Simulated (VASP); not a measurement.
InH3: relaxation of cell and atoms with PBE

The system is InH3.

```
CELL_PARAMETERS angstrom
3.51438 0.00000 0.00000
-1.75719 3.04354 0.00000
0.00000 0.00000 5.42965
ATOMIC_POSITIONS crystal
In 0.00000 0.00000 0.00000
H 0.50000 0.00000 0.50000
H 0.00000 0.50000 0.50000
H 0.50000 0.50000 0.50000
```

The cell was built from a structure type or drawn by symmetry, and may not be a known phase.

```json
{"Program": "VASP 6.6.1", "Task": "relaxation of cell and atoms", "Functional": "PBE", "Potentials or basis": "VASP PAW PBE potentials, release 64 (In_d, H)", "Cutoff": "600 eV", "k mesh": "6 × 6 × 4", "Occupations": "gaussian, width 0.1 eV", "Spin": "no spin polarisation", "Dipole correction": "no", "Further INCAR settings": "ALGO = Normal; EDIFF = 1e-07; IBRION = 2; EDIFFG = -0.04; NSW = 90; ISIF = 3"}
```

| Item | Value |
| --- | --- |
| Relaxed volume | 9.65 Å³/atom |
| Relaxed cell | a = 2.910 Å, b = 2.910 Å, c = 5.260 Å, α = 90.00°, β = 90.00°, γ = 120.00° |
| Space group after relaxing (to 0.1 Å) | P6/mmm (No. 191) |
| Energy gained by relaxing | 229.3 meV/atom |
| Ionic steps | 11 |
| Pressure after relaxing | 0.3 GPa |
| Band gap on the k mesh | zero (bands 8 and 9 overlap by 3.74 eV) |

Stress tensor (GPa, compression positive):
```
0.17 0.00 0.00
0.00 0.17 0.00
0.00 0.00 0.57
```

The path:
```csv
step,energy change (eV),largest force (eV/Å),pressure (GPa),volume (Å³)
1,0.0000,0.0000,-8.84,58.08
2,-0.4024,0.0000,-8.28,51.58
3,-0.8495,0.0000,6.48,34.88
4,-0.8701,0.0000,-1.95,39.89
5,-0.8910,0.0000,-0.40,38.27
6,-0.8956,0.0000,1.31,37.11
7,-0.8956,0.0000,0.67,37.47
8,-0.9104,0.0000,0.94,37.66
9,-0.9130,0.0000,1.29,37.76
10,-0.9130,0.0000,1.37,37.78
11,-0.9171,0.0000,0.30,38.59
```

Final structure:
```cif
data_structure
_symmetry_space_group_name_H-M 'P 1'
_symmetry_Int_Tables_number 1
_cell_length_a 2.9104
_cell_length_b 2.9104
_cell_length_c 5.2604
_cell_angle_alpha 90.000
_cell_angle_beta 90.000
_cell_angle_gamma 120.000
_cell_volume 38.59
loop_
_atom_site_label
_atom_site_type_symbol
_atom_site_fract_x
_atom_site_fract_y
_atom_site_fract_z
_atom_site_occupancy
In1 In 0.00000 0.00000 0.00000 1
H1 H 0.50000 0.00000 0.50000 1
H2 H 0.00000 0.50000 0.50000 1
H3 H 0.50000 0.50000 0.50000 1
```

Levels at points of the mesh, in eV from the Fermi level:
```csv
k point,band 4,band 5,band 6,band 7,band 8,band 9,band 10,band 11,band 12
"(0.00, 0.00, 0.00)",-14.95,-14.95,-11.43,-7.73,-2.57,7.27,7.27,12.42,12.80
"(0.50, 0.00, 0.00)",-14.95,-14.68,-6.47,-4.43,-2.37,-0.79,2.94,4.77,5.34
"(0.00, 0.00, 0.50)",-14.95,-14.95,-10.65,-9.50,0.48,5.41,7.26,7.26,13.26
"(0.50, 0.00, 0.50)",-14.94,-14.68,-6.08,-3.82,-3.28,-2.53,5.11,5.36,8.08
```

Wall time 66 s on 1 thread of Intel(R) Xeon(R) 6975P-C (Granite Rapids), with other jobs on the host, peak memory 0.2 GiB.

Caveat: the volume moved by over 15 % at a fixed basis, so the end points are rough; spin-orbit coupling is left out, which moves the levels of the heavy elements.
